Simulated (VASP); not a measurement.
# ZnCd3Si4P8 (P1) in VASP: a series of runs

Runs on ZnCd3Si4P8. Level: PBEsol. Tasks: single point.

Everything below comes from runs of VASP 6.6.1. Logs are shortened: lines on timing, memory, paths and dates and some standing lists are left out, and cuts for length are marked.

### 1 The cell of the first run

The typed cell holds 32 atoms: a = 11.143 Å, b = 5.572 Å, c = 10.487 Å, α = 90.00°, β = 90.00°, γ = 90.00°.

### 2 Single point, PBEsol, collinear spin

INCAR

```
SYSTEM = ZnCd3Si4P8
PREC = Accurate
ENCUT = 500
EDIFF = 1E-6
ISMEAR = -1
SIGMA = 0.05
LREAL = Auto
LASPH = .True.
NELM = 200
ALGO = Normal
ISIF = 2
LWAVE = .False.
LCHARG = .False.
ISPIN = 2
MAGMOM = 0.031 0.031 0.031 0.031 0.031 0.031 0.031 0.031 0.031 0.031 0.031 0.031 0.031 0.031 0.031 0.031 0.031 0.031 0.031 0.031 0.031 0.031 0.031 0.031 0.031 0.031 0.031 0.031 0.031 0.031 0.031 0.031
LORBIT = 11
GGA = PS
NBANDS = 130
GGA_COMPAT = .False.
```

KPOINTS

```
Automatic mesh
0
Gamma
  1 1 2
  0 0 0
```

POSCAR

```
ZnCd3Si4P8
1.0
   11.1432480000     -0.0000590000     -0.0000240000
   -0.0000300000      5.5716240000     -0.0000120000
   -0.0000220000     -0.0000220000     10.4867670000
Cd Zn Si P
6 2 8 16
Direct
    0.9968300000      0.9906180000      0.9994470000
    0.9987700000      0.5021820000      0.2491920000
    0.5030030000      0.4993620000      0.2514020000
    0.2523840000      0.9984920000      0.7501020000
    0.2477820000      0.4971790000      0.4976740000
    0.7510920000      0.4975630000      0.5013200000
    0.4998640000      0.0000620000      0.0013580000
    0.7505520000      0.0009560000      0.7509100000
    0.0024690000      0.0046530000      0.5009600000
    0.4971210000      0.0069280000      0.5003880000
    0.2498380000      0.0009950000      0.2499980000
    0.7517610000      0.0067900000      0.2504930000
    0.2463770000      0.4982650000      0.9986000000
    0.7514910000      0.4927460000      0.0043680000
    0.9995030000      0.5088620000      0.7515020000
    0.4983230000      0.5015410000      0.7502000000
    0.1396370000      0.2470110000      0.1244100000
    0.6437810000      0.2495630000      0.1228060000
    0.1072560000      0.2522060000      0.6234190000
    0.6041090000      0.2487900000      0.6263980000
    0.3577160000      0.7533580000      0.1237720000
    0.8552150000      0.7479530000      0.1272680000
    0.3763910000      0.2111450000      0.3731740000
    0.8740230000      0.2087260000      0.3726780000
    0.1252040000      0.7910910000      0.3755410000
    0.6245010000      0.7875640000      0.3775030000
    0.1262130000      0.7143070000      0.8741900000
    0.6234060000      0.7212790000      0.8739260000
    0.3901190000      0.7434800000      0.6264830000
    0.8931560000      0.7484900000      0.6233220000
    0.3773330000      0.2876970000      0.8743120000
    0.8770490000      0.2830270000      0.8756890000
```

Potentials or basis: VASP PAW PBE potentials, release 64 (Cd, Zn, Si, P).

The run is started by

```console
cat potpaw_PBE.64/Cd/POTCAR potpaw_PBE.64/Zn/POTCAR potpaw_PBE.64/Si/POTCAR potpaw_PBE.64/P/POTCAR > POTCAR
mpirun -np 1 vasp_std > vasp.out
```

OUTCAR:

```text
SYSTEM = ZnCd3Si4P8
   PREC = Accurate
   ENCUT = 500
   EDIFF = 1E-6
   ISMEAR = -1
   LREAL = Auto
   LASPH = .True.
   NELM = 200
   ISIF = 2
   ISPIN = 2
   LORBIT = 11
   GGA = PS

 ion  position               nearest neighbor table
   1  0.997  0.991  0.999-  22 2.47  32 2.47  27 2.48  17 2.51   2 3.78
   2  0.999  0.502  0.249-  22 2.46  17 2.49  24 2.51  25 2.52   1 3.78
   3  0.503  0.499  0.251-  26 2.48  23 2.49  18 2.49  21 2.53
   4  0.252  0.998  0.750-  29 2.46  27 2.49  31 2.50  19 2.53
   5  0.248  0.497  0.498-  19 2.46  25 2.49  29 2.49  23 2.51
   6  0.751  0.498  0.501-  30 2.47  24 2.51  26 2.51  20 2.51
   7  0.500  0.000  0.001-  21 2.46  28 2.47  18 2.48  31 2.49
   8  0.751  0.001  0.751-  28 2.47  32 2.48  20 2.50  30 2.51
[... 22 lines left out ...]
  31  0.377  0.288  0.874-  16 2.22  13 2.28   7 2.49   4 2.50
  32  0.877  0.283  0.876-  15 2.27  14 2.27   1 2.47   8 2.48

  LATTYP: Found a simple orthorhombic cell.
 ALAT       =     5.5716240001
 B/A-ratio  =     1.8821742099
 C/A-ratio  =     2.0000000000

  Lattice vectors:

 A1 = (  -0.0000300000,   5.5716240000,  -0.0000120000)
 A2 = (  -0.0000220000,  -0.0000220000,  10.4867670000)
 A3 = (  11.1432480000,  -0.0000590000,  -0.0000240000)

Analysis of symmetry for initial positions (statically):
=====================================================================
 Subroutine PRICEL returns:
 Original cell was already a primitive cell.

 Routine SETGRP: Setting up the symmetry group for a
 simple orthorhombic supercell.

 Subroutine GETGRP returns: Found  1 space group operations
 (whereof  1 operations were pure point group operations)
 out of a pool of  8 trial point group operations.

The static configuration has the point symmetry C_1 .

Analysis of symmetry for dynamics (positions and initial velocities):
=====================================================================
 Subroutine PRICEL returns:
 Original cell was already a primitive cell.

 Routine SETGRP: Setting up the symmetry group for a
 simple orthorhombic supercell.

 Subroutine GETGRP returns: Found  1 space group operations
 (whereof  1 operations were pure point group operations)
 out of a pool of  8 trial point group operations.

The dynamic configuration has the point symmetry C_1 .

Analysis of structural, dynamic, and magnetic symmetry:
=====================================================================
 Subroutine PRICEL returns:
 Original cell was already a primitive cell.

 Routine SETGRP: Setting up the symmetry group for a
 simple orthorhombic supercell.

 Subroutine GETGRP returns: Found  1 space group operations
 (whereof  1 operations were pure point group operations)
 out of a pool of  8 trial point group operations.

The overall configuration has the point symmetry C_1 .

 Subroutine INISYM returns: Found  1 space group operations
 (whereof  1 operations are pure point group operations),
 and found     1 'primitive' translations

----------------------------------------------------------------------------------------

                                     Primitive cell

  volume of cell :     651.0813

  direct lattice vectors                    reciprocal lattice vectors
    11.143248000 -0.000059000 -0.000024000     0.089740442  0.000000483  0.000000188
    -0.000030000  5.571624000 -0.000012000     0.000000950  0.179480884  0.000000377
    -0.000022000 -0.000022000 10.486767000     0.000000205  0.000000205  0.095358274

  length of vectors
    11.143248000  5.571624000 10.486767000     0.089740442  0.179480884  0.095358274

  position of ions in fractional coordinates (direct lattice)
     0.996830000  0.990618000  0.999447000
     0.998770000  0.502182000  0.249192000
     0.503003000  0.499362000  0.251402000
     0.252384000  0.998492000  0.750102000
     0.247782000  0.497179000  0.497674000
     0.751092000  0.497563000  0.501320000
[... 24 lines left out ...]
     0.377333000  0.287697000  0.874312000
     0.877049000  0.283027000  0.875689000

  ion indices of the primitive-cell ions
[... 65 lines left out ...]
   number of dos      NEDOS =    301   number of ions     NIONS =     32
   total plane-waves  NPLWV = 282240
   dimension x,y,z NGX =    84 NGY =   42 NGZ =   80
   dimension x,y,z NGXF=   168 NGYF=   84 NGZF=  160
   ions per type =               6   2   8  16
   NGX,Y,Z   is equivalent  to a cutoff of  12.53, 12.53, 12.68 a.u.
   NGXF,Y,Z  is equivalent  to a cutoff of  25.06, 25.06, 25.36 a.u.
 SYSTEM =  ZnCd3Si4P8
   PREC   = accura    normal or accurate (medium, high low for compatibility)
   ISTART =      0    job   : 0-new  1-cont  2-samecut
   ICHARG =      2    charge: 1-file 2-atom 10-const
   ISPIN  =      2    spin polarized calculation?
   LNONCOLLINEAR =      F non collinear calculations
   LSORBIT =      F    spin-orbit coupling
   LASPH  =      T    aspherical Exc in radial PAW
   ENCUT  =  500.0 eV  36.75 Ry    6.06 a.u.  20.32 10.16 19.12*2*pi/ulx,y,z
   NELM   =    200;   NELMIN=  2; NELMDL= -5     # of ELM steps
   EDIFF  = 0.1E-05   stopping-criterion for ELM
   LREAL  =      T    real-space projection
   EDIFFG = 0.1E-04   stopping-criterion for IOM
   NSW    =      0    number of steps for IOM
   IBRION =     -1    ionic relax: 0-MD 1-quasi-New 2-CG
   NFREE  =      0    steps in history (QN), initial steepest desc. (CG)
   ISIF   =      2    stress and relaxation
   ISYM   =      2    0-nonsym 1-usesym 2-fastsym
   POTIM  = 0.5000    time-step for ionic-motion
   TEBEG  =    0.0;   TEEND  =   0.0 temperature during run
   PSTRESS=    0.0 pullay stress
   NELECT =     208.0000    total number of electrons
   NUPDOWN=      -1.0000    fix difference up-down
   EMIN   =  10.00;   EMAX   =-10.00  energy-range for DOS
   EFERMI =   0.00;   METHOD = LEGACY
   ISMEAR =    -1;   SIGMA  =   0.05  broadening in eV -4-tet -1-fermi 0-gaus
   EFERMI_NEDOS =   21; number of points for ismear=-14 and -15
   IALGO  =     38    algorithm
   IMIX   =      4    mixing-type and parameters
     AMIX     =   0.40;   BMIX     =  1.00
     AMIX_MAG =   1.60;   BMIX_MAG =  1.00
  volume/ion in A,a.u.               =      20.35       137.30
  Fermi-wavevector in a.u.,A,eV,Ry     =   1.119139  2.114867 17.040931  1.252473
  Thomas-Fermi vector in A             =   2.255776
   LORBIT       =     11    0 simple, 1 ext, 2 COOP (PROOUT), +10 PAW based schemes
   GGA     = PS    functional components
   LHFCALC =     F    Hartree Fock is set to
   AEXX    =    0.0000 exact exchange contribution
   IVDW    =     0    specifies the selected vdW correction
   LEPSILON=     F    determine dielectric tensor
   LRPA    =     F    only Hartree local field effects (RPA)
 spin polarized calculation
  energy-cutoff  :      500.00
  volume of cell :      651.08
 maximum number of plane-waves:     16562
 NGX is ok and might be reduce to    84
   NGX = 41   NGY = 21   NGZ = 39

 number of electron     208.0000047 magnetization       0.0000038

 number of electron     208.0000047 magnetization      -0.0000092

 Free energy of the ion-electron system (eV)
  ---------------------------------------------------
  ext. energy  EPLUGINS =         0.00000000
  ---------------------------------------------------
  free energy    TOTEN  =      -155.93432899 eV

  energy without entropy =     -155.93432026  energy(sigma->0) =     -155.93432462

 E-fermi :   4.8507     XC(G=0):  -9.8994

 val. band max:        4.2542958929   @ k =   0.0000   0.0000   0.0000
 cond. band min:       5.4462154637   @ k =   0.0000   0.0000   0.0000
 fundamental gap:      1.1919195708
 Fermi energy:         4.8507329097

 spin component 1

 k-point     1 :       0.0000    0.0000    0.0000
  band No.  band energies     occupation
      1      -8.6376      1.00000
      2      -8.0342      1.00000
      3      -8.0012      1.00000
      4      -7.7203      1.00000
      5      -7.7049      1.00000
      6      -7.0686      1.00000
[... 227 lines left out ...]
    115       7.0236      0.00000
    116       7.0253      0.00000
 Fermi energy:         4.8507329097

 spin component 2

 k-point     1 :       0.0000    0.0000    0.0000
  band No.  band energies     occupation
      1      -8.6376      1.00000
      2      -8.0342      1.00000
      3      -8.0012      1.00000
      4      -7.7203      1.00000
      5      -7.7049      1.00000
      6      -7.0687      1.00000
[... 227 lines left out ...]
    115       7.0236      0.00000
    116       7.0253      0.00000
 [bands above 116 left out]

------------------------ aborting loop because EDIFF is reached ----------------------------------------

  FORCE on cell =-STRESS in cart. coord.  units (eV):
  Direction    XX          YY          ZZ          XY          YZ          ZX
  --------------------------------------------------------------------------------------
  -------------------------------------------------------------------------------------
  Total       -2.3639636     13.6776707     -6.7617025      1.0278951      0.1181146      1.0065485
  in kB       -5.8172288     33.6579383    -16.6391611      2.5294386      0.2906557      2.4769090
  external PRESSURE =       3.7338495 kB  Pullay stress =       0.0000000 kB

 VOLUME and BASIS-vectors are now :
 -----------------------------------------------------------------------------
  energy-cutoff  :      500.00
  volume of cell :      651.08
      direct lattice vectors                 reciprocal lattice vectors
    11.143248000 -0.000059000 -0.000024000     0.089740442  0.000000483  0.000000188
    -0.000030000  5.571624000 -0.000012000     0.000000950  0.179480884  0.000000377
    -0.000022000 -0.000022000 10.486767000     0.000000205  0.000000205  0.095358274

 POSITION                                       TOTAL-FORCE (eV/Angst)
 -----------------------------------------------------------------------------------
     11.10787      5.51927     10.48093         0.149162      0.072470     -0.043365
     11.12952      2.79790      2.61319         0.138077     -0.033441      0.262541
      5.60507      2.78222      2.63638        -0.154914      0.185985     -0.071154
      2.81233      5.56319      7.86613        -0.097189      0.245455      0.076294
      2.76107      2.77007      5.21898         0.224139      0.052874     -0.177598
      8.36958      2.77218      5.25720        -0.194539     -0.088278     -0.150384
[... 24 lines left out ...]
      4.20469      1.60290      9.16869         0.124455     -0.307817      0.890333
      9.77315      1.57685      9.18312        -0.691947      0.083235     -0.625825
 -----------------------------------------------------------------------------------
    total drift:                                0.019354     -0.012470     -0.012096

  FREE ENERGIE OF THE ION-ELECTRON SYSTEM (eV)
  ---------------------------------------------------
  free  energy   TOTEN  =      -155.9343289870 eV

  energy  without entropy=     -155.9343202562  energy(sigma->0) =     -155.93432462

 total charge

# of ion       s       p       d       tot
------------------------------------------
    1        0.502   0.447   9.500  10.449
    2        0.500   0.439   9.502  10.441
    3        0.497   0.434   9.501  10.432
    4        0.500   0.441   9.501  10.442
    5        0.502   0.445   9.501  10.447
    6        0.496   0.433   9.502  10.431
[... 24 lines left out ...]
   31        1.022   1.513   0.000   2.535
   32        1.023   1.505   0.000   2.528
--------------------------------------------------
tot         26.312  34.719  76.504 137.536

 magnetization (x)

# of ion       s       p       d       tot
------------------------------------------
    1        0.000   0.000  -0.000   0.000
    2        0.000   0.000  -0.000   0.000
    3        0.000   0.000  -0.000   0.000
    4        0.000   0.000  -0.000   0.000
    5        0.000   0.000  -0.000   0.000
    6        0.000   0.000  -0.000   0.000
[... 24 lines left out ...]
   31       -0.000  -0.000   0.000  -0.000
   32       -0.000  -0.000   0.000  -0.000
--------------------------------------------------
tot          0.000  -0.000  -0.000  -0.000
```

Run time: 8.4 min. Hardware: 1 thread of Intel Xeon Platinum 8259CL at 2.50GHz (Skylake/Cascade Lake), shared host; peak memory 0.93 GiB.

What came out:

- Free energy: -155.9343 eV
- Pressure: 0.4 GPa
- Largest force: 1.223 eV/Å
- Band gap on the k mesh: 1.19 eV
- Net moment: 0.00 μB per cell
- Valence electrons inside the program's atomic spheres: Cd 10.45, 10.44, 10.43 (each value once); Zn 10.73, 10.72; Si 1.60, 1.61, 1.59 (each value once); P 2.54, 2.55, 2.53, 2.52, 2.56, 2.50 (each value once)

Forces on the atoms (eV/Å):
```
Cd   0.149  0.072 -0.043
Cd   0.138 -0.033  0.263
Cd  -0.155  0.186 -0.071
Cd  -0.097  0.245  0.076
Cd   0.224  0.053 -0.178
Cd  -0.195 -0.088 -0.150
Zn  -0.015 -0.011 -0.228
Zn  -0.053 -0.050  0.032
Si  -0.399 -0.223 -0.165
Si   0.168 -0.895  0.217
Si   0.030 -0.012 -0.170
Si  -0.708 -0.769 -0.039
Si   0.603 -0.100  0.225
Si  -0.202  0.694 -0.986
Si   0.034 -0.626 -0.152
Si   0.359  0.189  0.119
P    0.746  0.037 -0.004
P   -0.373 -0.837 -0.156
P   -0.667  0.142  0.518
P    0.368 -0.379  0.530
P   -0.146  0.185 -0.511
P   -0.595  0.068  0.002
P   -0.294 -0.018 -0.080
P    0.490  0.071  0.495
P   -0.025  0.249 -0.125
P    0.159  0.756 -0.065
P   -0.129 -0.226  0.002
P    0.434  0.323  0.346
P    0.733  0.343 -0.541
P   -0.014  0.878  0.574
P    0.124 -0.308  0.890
P   -0.692  0.083 -0.626
```

Stress tensor (GPa, compression positive):
```
-0.58  0.25  0.25
 0.25  3.37  0.03
 0.25  0.03 -1.66
```

Caveat: the k points lie up to 1.13 Å⁻¹ apart; the PAW data sets were made with another functional, which shifts forces and pressure a little; an odd mesh through Γ misses points on the zone boundary, where band edges can lie.

### 3 Single point, PBEsol, collinear spin

INCAR

```
SYSTEM = ZnCd3Si4P8
PREC = Accurate
ENCUT = 500
EDIFF = 1E-6
ISMEAR = -1
SIGMA = 0.05
LREAL = Auto
LASPH = .TRUE.
NELM = 200
ALGO = Normal
ISIF = 2
LWAVE = .FALSE.
LCHARG = .TRUE.
ISPIN = 2
MAGMOM = 0.25 0.25 0.25 0.25 0.25 0.25 0.25 0.25 0.25 0.25 0.25 0.25 0.25 0.25 0.25 0.25 0.25 0.25 0.25 0.25 0.25 0.25 0.25 0.25 0.25 0.25 0.25 0.25 0.25 0.25 0.25 0.25
LORBIT = 11
GGA = PS
LELF = .TRUE.
LVHAR = .TRUE.
ISYM = 0
NBANDS = 130
GGA_COMPAT = .FALSE.
```

KPOINTS

```
Automatic mesh
0
Gamma
  1 1 1
  0.25 0.25 0.25
```

POSCAR is that of step 2.

Potentials or basis: VASP PAW PBE potentials, release 64 (Cd, Zn, Si, P).

The run is started by

```console
cat potpaw_PBE.64/Cd/POTCAR potpaw_PBE.64/Zn/POTCAR potpaw_PBE.64/Si/POTCAR potpaw_PBE.64/P/POTCAR > POTCAR
mpirun -np 1 vasp_std > vasp.out
```

Wall time 22 min (1 thread of AMD EPYC 7R43 (Zen 3), shared host); peak memory 1 GiB.

It converged, with:

- Free energy: -155.1559 eV
- Pressure: 0.7 GPa
- Largest force: 1.198 eV/Å
- Band gap on the k mesh: 2.18 eV (least direct gap 2.19 eV)
- Net moment: 0.00 μB per cell
- Valence electrons inside the program's atomic spheres: Cd 10.45, 10.44, 10.43 (each value once); Zn 10.74, 10.72; Si 1.61, 1.60, 1.62 (each value once); P 2.54, 2.55, 2.53, 2.52, 2.56, 2.50 (each value once)

Forces on the atoms (eV/Å):
```
Cd   0.141  0.051  0.039
Cd   0.137 -0.023  0.187
Cd  -0.153  0.164 -0.163
Cd  -0.108  0.248 -0.002
Cd   0.221  0.048 -0.100
Cd  -0.197 -0.106 -0.056
Zn  -0.008  0.006 -0.151
Zn  -0.056 -0.037 -0.049
Si  -0.436 -0.243 -0.122
Si   0.151 -0.875  0.281
Si   0.035 -0.021 -0.224
Si  -0.730 -0.761 -0.122
Si   0.604 -0.084  0.268
Si  -0.201  0.706 -0.946
Si   0.061 -0.617 -0.222
Si   0.359  0.161  0.052
P    0.574  0.054 -0.009
P   -0.525 -0.850 -0.123
P   -0.484  0.170  0.568
P    0.528 -0.373  0.527
P    0.020  0.191 -0.495
P   -0.435  0.060 -0.020
P   -0.306  0.047 -0.090
P    0.523  0.153  0.530
P   -0.027  0.159 -0.124
P    0.178  0.681 -0.089
P   -0.119 -0.186 -0.009
P    0.431  0.374  0.363
P    0.595  0.353 -0.545
P   -0.187  0.903  0.557
P    0.116 -0.373  0.881
P   -0.702  0.022 -0.593
```

Stress tensor (GPa, compression positive):
```
0.68 0.25 0.24
0.25 0.69 0.03
0.24 0.03 0.71
```

Levels at points of the mesh, in eV from the valence-band top:
Spin up:
```tsv
k point	band 102	band 103	band 104	band 105	band 106	band 107
(0.25, 0.25, 0.25)	-0.10	-0.04	-0.01	2.20	2.44	2.47
```
Spin down:
| k point | band 100 | band 101 | band 102 | band 103 | band 104 | band 105 | band 106 | band 107 | band 108 | band 109 |
| --- | --- | --- | --- | --- | --- | --- | --- | --- | --- | --- |
| (0.25, 0.25, 0.25) | -0.24 | -0.16 | -0.10 | -0.04 | -0.01 | 2.20 | 2.44 | 2.47 | 2.57 | 2.69 |

Caveat: the k points lie up to 1.13 Å⁻¹ apart; the PAW data sets were made with another functional, which shifts forces and pressure a little; a shifted mesh leaves out Γ, where band edges can lie.

(Part 1 of 2 ends here.)
